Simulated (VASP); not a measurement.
# WS2 (Tungstenite) (R3m) in VASP: notebook, part 2 of 3

VASP 6.6.1. The steps go on from the part before.

### Step 3. Single point, LDA

This run uses another cell than the first one, of 17.74 Å³/atom, 0.962 times its volume.

INCAR reads:

```
SYSTEM = WS2
PREC = Accurate
ENCUT = 520
EDIFF = 1E-6
ISMEAR = -1
SIGMA = 0.05
LREAL = .FALSE.
LASPH = .TRUE.
NELM = 80
ALGO = Normal
ISIF = 2
LWAVE = .FALSE.
LCHARG = .TRUE.
LELF = .TRUE.
LVHAR = .TRUE.
NBANDS = 20
```

KPOINTS reads:

```
Automatic mesh
0
G
  10 10 10
  0 0 0
```

POSCAR reads:

```
WS2
1.0
    1.5790000000      0.9116360751      6.1633333333
   -1.5790000000      0.9116360751      6.1633333333
    0.0000000000     -1.8232721501      6.1633333333
W S
1 2
Direct
    0.0000000000      0.0000000000      0.0000000000
    0.5810000000      0.5810000000      0.5810000000
    0.7503000000      0.7503000000      0.7503000000
```

Potentials or basis: VASP PAW LDA potentials, release 64 (W_sv, S).

The run is started by

```sh
cat potpaw_LDA.64/W_sv/POTCAR potpaw_LDA.64/S/POTCAR > POTCAR
mpirun -np 1 vasp_std > vasp.out
```

OUTCAR:

```text
SYSTEM = WS2
   PREC = Accurate
   ENCUT = 520
   EDIFF = 1E-6
   ISMEAR = -1
   LREAL = .FALSE.
   LASPH = .TRUE.
   NELM = 80
   ISIF = 2

 ion  position               nearest neighbor table
   1  0.000  0.000  0.000-   3 2.39   3 2.39   3 2.39   2 2.42   2 2.42   2 2.42
   2  0.581  0.581  0.581-   1 2.42   1 2.42   1 2.42
   3  0.750  0.750  0.750-   1 2.39   1 2.39   1 2.39

  LATTYP: Found a trigonal (rhomboedric) cell.
 ALAT       =     6.4273633094
 COS(alpha) =     0.8792940837

  Lattice vectors:

 A1 = (   1.5790000000,   0.9116360751,   6.1633333333)
 A2 = (  -1.5790000000,   0.9116360751,   6.1633333333)
 A3 = (   0.0000000000,  -1.8232721501,   6.1633333333)

Analysis of symmetry for initial positions (statically):
=====================================================================
 Subroutine PRICEL returns:
 Original cell was already a primitive cell.

 Routine SETGRP: Setting up the symmetry group for a
 trigonal (rhombohedral) supercell.

 Subroutine GETGRP returns: Found  6 space group operations
[... 157 lines left out ...]

 Free energy of the ion-electron system (eV)
  ---------------------------------------------------
  ext. energy  EPLUGINS =         0.00000000
  ---------------------------------------------------
  free energy    TOTEN  =       -26.24159045 eV

  energy without entropy =      -26.24158992  energy(sigma->0) =      -26.24159019

 E-fermi :   7.7982     XC(G=0): -11.2376

 val. band max:        7.3492692653   @ k =   0.5000   0.5000   0.5000
 cond. band min:       8.3431968955   @ k =  -0.2000   0.2000   0.0000
 fundamental gap:      0.9939276302
 Fermi energy:         7.7982073134

 k-point     1 :       0.0000    0.0000    0.0000
  band No.  band energies     occupation
      1     -66.8460      2.00000
      2     -31.3776      2.00000
      3     -31.1888      2.00000
      4     -31.1888      2.00000
      5      -8.2336      2.00000
      6      -6.2179      2.00000
[... 541 lines left out ...]
     19      14.6026      0.00000
     20      15.8238      0.00000

 [... further k-points ...]
[... 5 lines left out ...]
  --------------------------------------------------------------------------------------
  -------------------------------------------------------------------------------------
  Total       -1.1407819     -1.1407819     -0.9746414      0.0000000     -0.0000000      0.0000000
  in kB      -34.3354440    -34.3354440    -29.3349195      0.0000000     -0.0000000      0.0000000
  external PRESSURE =     -32.6686025 kB  Pullay stress =       0.0000000 kB

 VOLUME and BASIS-vectors are now :
 -----------------------------------------------------------------------------
  energy-cutoff  :      520.00
  volume of cell :       53.23
      direct lattice vectors                 reciprocal lattice vectors
     1.579000000  0.911636075  6.163333333     0.316656111  0.182821491  0.054083288
    -1.579000000  0.911636075  6.163333333    -0.316656111  0.182821491  0.054083288
     0.000000000 -1.823272150  6.163333333     0.000000000 -0.365642982  0.054083288

 POSITION                                       TOTAL-FORCE (eV/Angst)
 -----------------------------------------------------------------------------------
      0.00000      0.00000      0.00000         0.000000     -0.000000     -0.587310
      0.00000      0.00000     10.74269         0.000000      0.000000      0.520797
      0.00000      0.00000     13.87305         0.000000      0.000000      0.066513
 -----------------------------------------------------------------------------------
    total drift:                                0.000000     -0.000000     -0.000023

  FREE ENERGIE OF THE ION-ELECTRON SYSTEM (eV)
  ---------------------------------------------------
  free  energy   TOTEN  =       -26.2415904510 eV

  energy  without entropy=      -26.2415899238  energy(sigma->0) =      -26.24159019
```

Wall time 3.7 min (1 thread of Intel Xeon Platinum 8488C (Sapphire Rapids), shared host); peak memory 0.32 GiB.

Results:

```
Free energy            : -26.2416 eV
Pressure               : -3.3 GPa
Largest force          : 0.587 eV/Å
Band gap on the k mesh : 0.99 eV, indirect (least direct gap 2.23 eV)
```

Forces in eV/Å, atoms in the order of the input:
```
W    0.000  0.000 -0.587
S    0.000  0.000  0.521
S    0.000  0.000  0.067
```

Stress tensor (GPa, compression positive):
```
-3.43  0.00  0.00
 0.00 -3.43  0.00
 0.00  0.00 -2.93
```

Caveat: spin-orbit coupling is left out, which moves the levels of the heavy elements. A k mesh can miss the band edges.

### Step 4. Single point, PBEsol (volume scaled by 1.06)

INCAR reads:

```
SYSTEM = WS2
PREC = Accurate
ENCUT = 520
EDIFF = 1E-6
ISMEAR = -1
SIGMA = 0.05
LREAL = .False.
LASPH = .True.
NELM = 60
ALGO = Normal
ISIF = 2
LWAVE = .False.
LCHARG = .False.
GGA = PS
NBANDS = 20
```

KPOINTS reads:

```
regular mesh
0
Gamma
  10 10 10
  0 0 0
```

POSCAR reads:

```
WS2
1.0
    1.6099686466      0.9295158316      6.2842136955
   -1.6099686466      0.9295158316      6.2842136955
    0.0000000000     -1.8590316630      6.2842136955
W S
1 2
Direct
    0.0000000000      0.0000000000      0.0000000000
    0.5810000000      0.5810000000      0.5810000000
    0.7503000000      0.7503000000      0.7503000000
```

Potentials or basis: VASP PAW PBE potentials, release 64 (W_sv, S).

The run is started by

```sh
cat potpaw_PBE.64/W_sv/POTCAR potpaw_PBE.64/S/POTCAR > POTCAR
mpirun -np 1 vasp_std > vasp.out
```

Run time: 3 min. Hardware: 1 thread of Intel Xeon 6975P-C (Granite Rapids), shared host; peak memory 0.4 GiB.

Results (log left out):

```
Free energy            : -25.1644 eV
Pressure               : -9.1 GPa
Largest force          : 1.264 eV/Å
Band gap on the k mesh : 1.08 eV, indirect (least direct gap 2.07 eV)
```

Forces on the atoms (eV/Å):
```
W    0.000  0.000 -0.524
S    0.000  0.000  1.264
S    0.000  0.000 -0.740
```

Stress tensor (GPa, compression positive):
```
-9.17  0.00  0.00
 0.00 -9.17  0.00
 0.00  0.00 -8.96
```

Levels at points of the mesh, in eV from the valence-band top:
```
           k point  band 10  band 11  band 12  band 13  band 14  band 15  band 16  band 17
(0.00, 0.00, 0.00)    -2.12    -2.12    -1.49    -1.04     2.12     2.12     2.40     2.40
(0.50, 0.00, 0.00)    -3.87    -2.45    -1.72    -1.56     2.17     2.47     3.48     3.68
(0.50, 0.50, 0.00)    -3.79    -2.99    -1.90    -1.42     2.13     2.57     3.10     4.11
(0.50, 0.50, 0.50)    -3.28    -2.09    -2.09     0.00     2.20     2.20     2.27     2.27
```

Caveat: the cell differs from its parent crystal (volume scaled by 1.06); the PAW data sets were made with another functional, which shifts forces and pressure a little; spin-orbit coupling is left out, which moves the levels of the heavy elements. A k mesh can miss the band edges.

### Step 5. Single point, PBEsol

This run uses another cell than the first one, of 13.74 Å³/atom, 0.744 times its volume.

INCAR reads:

```
SYSTEM = WS2
  PREC = Accurate
  ENCUT = 520
  EDIFF = 1E-7
  ISMEAR = -1
  SIGMA = 0.05
  LREAL = .False.
  LASPH = .True.
  NELM = 80
  ALGO = Normal
  ISIF = 2
  LWAVE = .False.
  LCHARG = .False.
  GGA = PS
  NBANDS = 20
```

KPOINTS reads:

```
Automatic mesh
0
Gamma
  10 10 10
  0 0 0
```

POSCAR reads:

```
WS2
1.0
    1.4967630345      0.8641565409      5.3101326864
   -1.4967630345      0.8641565409      5.3101326864
    0.0000000000     -1.7283130818      5.3101326864
W S
1 2
Direct
   -0.0004344261     -0.0004344261     -0.0004344261
    0.5669828906      0.5669828906      0.5669828906
    0.7647515354      0.7647515354      0.7647515354
```

The run is started by

```sh
cat potpaw_PBE.64/W_sv/POTCAR potpaw_PBE.64/S/POTCAR > POTCAR
mpirun -np 1 vasp_std > vasp.out
```

It took 1.9 min on 1 thread of Intel Xeon 6975P-C (Granite Rapids), shared host; peak memory 0.3 GiB.

The run converged. Its results:

```yaml
Free_energy: -24.4679 eV
Pressure: 30.4 GPa
Largest_force: 0.016 eV/Å
Band_gap_on_the_k_mesh: zero (band 13 reaches 11.87 eV, above the bottom of band 14 at 11.73 eV)
```

Forces in eV/Å, atoms in the order of the input:
```
W    0.000  0.000 -0.001
S    0.000  0.000 -0.014
S    0.000  0.000  0.016
```

Stress tensor (GPa, compression positive):
```
30.28  0.00  0.00
 0.00 30.28  0.00
 0.00  0.00 30.50
```

Levels at points of the mesh, in eV from the Fermi level:
```tsv
k point	band 9	band 10	band 11	band 12	band 13	band 14	band 15	band 16	band 17	band 18
(0.00, 0.00, 0.00)	-4.19	-2.94	-2.94	-2.71	-0.52	1.45	1.45	2.42	2.42	4.99
(0.50, 0.00, 0.00)	-6.50	-5.33	-3.26	-2.73	-1.89	2.01	2.47	2.53	3.63	4.87
(0.50, 0.50, 0.00)	-6.29	-4.79	-4.58	-3.18	-2.40	2.16	2.30	3.26	4.83	4.92
(0.50, 0.50, 0.50)	-4.30	-4.30	-2.69	-2.69	0.13	1.40	1.40	2.19	2.19	4.90
```

Caveat: the PAW data sets were made with another functional, which shifts forces and pressure a little; spin-orbit coupling is left out, which moves the levels of the heavy elements.

(Part 2 of 3 ends here.)
